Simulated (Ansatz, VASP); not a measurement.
**Two plane-wave programs on GaAs2**

Contents of INCAR:

```
SYSTEM = GaAs2
PREC = Accurate
ENCUT = 520
EDIFF = 1E-6
ISMEAR = 1
SIGMA = 0.0783
LREAL = .False.
LASPH = .True.
NELM = 80
ALGO = Normal
ISIF = 2
LWAVE = .False.
LCHARG = .False.
GGA = PE
NBANDS = 32
```

The input KPOINTS:

```
Automatic mesh
0
Gamma
  5 5 3
  0 0 0
```

Contents of POSCAR:

```
GaAs2
1.0
    3.7649910000      0.0000000000      0.0000000000
    0.0000000000      3.7649910000      0.0000000000
    0.0000000000      0.0000000000      7.7953520000
Ga As
2 4
Direct
    0.0000000000      0.5000000000      0.2810000000
    0.5000000000      0.0000000000      0.7190000000
    0.0000000000      0.0000000000      0.0000000000
    0.5000000000      0.5000000000      0.0000000000
    0.0000000000      0.5000000000      0.6390000000
    0.5000000000      0.0000000000      0.3610000000
```

Input for Ansatz:

```yaml
crystal:
  lattice:
    - [3.764991, 0.0, 0.0]
    - [0.0, 3.764991, 0.0]
    - [0.0, 0.0, 7.795352]
  atoms:
    - { symbol: Ga, position: [0.0, 0.5, 0.281] }
    - { symbol: Ga, position: [0.5, 0.0, 0.719] }
    - { symbol: As, position: [0.0, 0.0, 0.0] }
    - { symbol: As, position: [0.5, 0.5, 0.0] }
    - { symbol: As, position: [0.0, 0.5, 0.639] }
    - { symbol: As, position: [0.5, 0.0, 0.361] }
  symmetry: { tolerance: 0.0003 }
kpoints:
  mp_grid: { grid: [5, 5, 3], shift: [0, 0, 0] }
magnetization:
  spin_polarized: false
scf:
  occupations: { method: methfessel_paxton, width: 0.0783 }
hamiltonian:
  pseudopotentials: { kind: paw }
  xc: pbe
basis:
  ecutwfc: 420
output:
  forces: true
  stress: true
  eigenvalues: true
```

Alike in both runs: task single point; functional PBE; k mesh 5 × 5 × 3; occupations methfessel-paxton of order 1, width 0.0783 eV; no spin polarisation.

|  | VASP | Ansatz |
| --- | --- | --- |
| version | VASP 6.6.1 | Ansatz 0.2.0 |
| potentials or method | VASP PAW PBE potentials, release 64 (Ga_d, As), cutoff 520 eV | PAW plane waves |
| valence electrons in the cell | 46 | 86 |

|  | VASP | Ansatz | Ansatz less VASP |
| --- | --- | --- | --- |
| gap on the k mesh at the Fermi level (eV) | none | none | - |
| pressure (GPa) | 5.8 | 5.6 | -0.18 |
| traceless stress, the component that is largest in VASP (GPa) | -3.63 | -3.61 | +0.015 |
| rms of the force components (eV/Å) | 0.263 | 0.260 | -0.0033 |

Atom by atom the forces differ by 0.003 eV/Å (rms over components). A gap of «none» marks a metal or a gap that the smearing closes. The functional is the same, so the differences come from potentials, cutoffs and numerics. VASP's potentials hold 46 valence electrons a cell and Ansatz's 86, so a difference there can come from the potentials and not from the codes.
